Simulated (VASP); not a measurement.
## Ge2Sb2Te5: single point with LDA

The system is Ge2Sb2Te5.

```
Te Sb Ge
1.0
     4.17395    0.00000    0.00000
    -2.08697    3.61474    0.00000
     0.00000    0.00000   16.91377
Te Sb Ge
5 2 2
Direct
  0.00000 0.00000 0.00000
  0.66667 0.33333 0.22022
  0.33333 0.66667 0.42195
  0.66667 0.33333 0.57805
  0.33333 0.66667 0.77978
  0.33333 0.66667 0.11731
  0.66667 0.33333 0.88269
  0.00000 0.00000 0.33894
  0.00000 0.00000 0.66106
```

```json
{
 "Program": "VASP 6.6.1",
 "Task": "single point",
 "Functional": "LDA",
 "Potentials or basis": "VASP PAW LDA potentials, release 64 (Te, Sb, Ge_d)",
 "Cutoff": "520 eV",
 "k mesh": "10 × 10 × 2",
 "Occupations": "gaussian, width 0.03 eV",
 "Spin": "no spin polarisation",
 "Dipole correction": "no",
 "Further INCAR settings": "ALGO = Normal; EDIFF = 1e-06; NBANDS = 44"
}
```

The pressure is 0.2 GPa. The largest force is 0.051 eV/Å and the band gap on the k mesh is 0.05 eV (least direct gap 0.07 eV).

Forces in eV/Å, atoms in the order of the input:
```
Te   0.000  0.000  0.000
Te   0.000  0.000  0.051
Te   0.000  0.000  0.025
Te   0.000  0.000 -0.025
Te   0.000  0.000 -0.051
Sb   0.000  0.000 -0.030
Sb   0.000  0.000  0.030
Ge   0.000  0.000 -0.025
Ge   0.000  0.000  0.025
```

Levels at points of the mesh, in eV from the valence-band top:
```csv
k point,band 31,band 32,band 33,band 34,band 35,band 36,band 37,band 38
"(0.00, 0.00, 0.00)",-1.41,-1.24,-0.93,-0.03,0.05,0.05,0.66,1.02
"(0.50, 0.00, 0.00)",-1.97,-1.88,-1.15,-1.04,0.26,0.66,0.68,1.52
"(0.00, 0.00, 0.50)",-1.49,-1.49,-0.85,-0.04,0.11,0.11,0.69,0.86
"(0.50, 0.00, 0.50)",-2.31,-2.03,-1.65,-0.39,0.05,0.42,1.10,1.69
```

It took 6.5 min on 1 thread of AMD EPYC 7R13 Processor (Zen 3) (shared host), peak memory 0.42 GiB.

Caveat: spin-orbit coupling is left out, which moves the levels of the heavy elements. A k mesh can miss the band edges.
